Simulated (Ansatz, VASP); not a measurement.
# One calculation of CdC4, two programs

```
CELL_PARAMETERS angstrom
-2.54512 2.54512 2.54512
2.54512 -2.54512 2.54512
2.54512 2.54512 -2.54512
ATOMIC_POSITIONS crystal
Cd 0.00000 0.00000 0.00000
C 0.00000 0.00000 0.50000
C 0.00000 0.50000 0.00000
C 0.50000 0.00000 0.00000
C 0.50000 0.50000 0.50000
```

Change from the starting cell: species swapped into the MnGa4 type (Im-3m, No. 229).

Alike in both runs: functional PBE; k mesh 10 × 10 × 10; occupations gaussian, width 0.1 eV; no spin polarisation.

Ansatz relaxed the structure, and its values are those at the end. VASP's run is a single point on that final structure, the one shown.

```csv
,VASP,Ansatz
version,VASP 6.6.1,Ansatz 0.2.0
potentials or method,"VASP PAW PBE potentials, release 64 (Cd_sv_GW, C), cutoff 700 eV","scalar-relativistic, plane waves, PAW"
valence electrons in the cell,36,36
```

```tsv
	VASP	Ansatz	Ansatz less VASP
gap on the k mesh at the Fermi level (eV)	none	none	-
pressure (GPa)	0.0	0.0	+0.05
```

A gap of «none» marks a metal or a gap that the smearing closes. The functional is the same, so the differences come from potentials, cutoffs and numerics.
